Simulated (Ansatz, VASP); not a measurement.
# Two plane-wave programs on LiBe4

```xyz
5
Lattice="-2.4502 2.4502 2.4502 2.4502 -2.4502 2.4502 2.4502 2.4502 -2.4502" Properties=species:S:1:pos:R:3 pbc="T T T"
Li    0.0000    0.0000    0.0000
Be    1.2251    1.2251   -1.2251
Be    1.2251   -1.2251    1.2251
Be   -1.2251    1.2251    1.2251
Be    1.2251    1.2251    1.2251
```

Change from the starting cell: species swapped into the CrGa4 type (Im-3m, No. 229).

Alike in both runs: functional PBE; k mesh 5 × 5 × 5; occupations gaussian, width 0.2 eV; no spin polarisation.

Ansatz relaxed the structure, and its values are those at the end. VASP's run is a single point on that final structure, the one shown.

|  | VASP | Ansatz |
| --- | --- | --- |
| version | VASP 6.6.1 | Ansatz 0.2.0 |
| potentials or method | VASP PAW PBE potentials, release 64 (Li_sv, Be), cutoff 750 eV | scalar-relativistic, plane waves, PAW |
| valence electrons in the cell | 11 | 11 |

```tsv
	VASP	Ansatz	Ansatz less VASP
gap on the k mesh at the Fermi level (eV)	none	none	-
pressure (GPa)	0.2	0.2	-0.02
```

A gap of «none» marks a metal or a gap that the smearing closes. The functional is the same, so the differences come from potentials, cutoffs and numerics.

The k mesh is coarse, so the values compare programs but aren't converged.
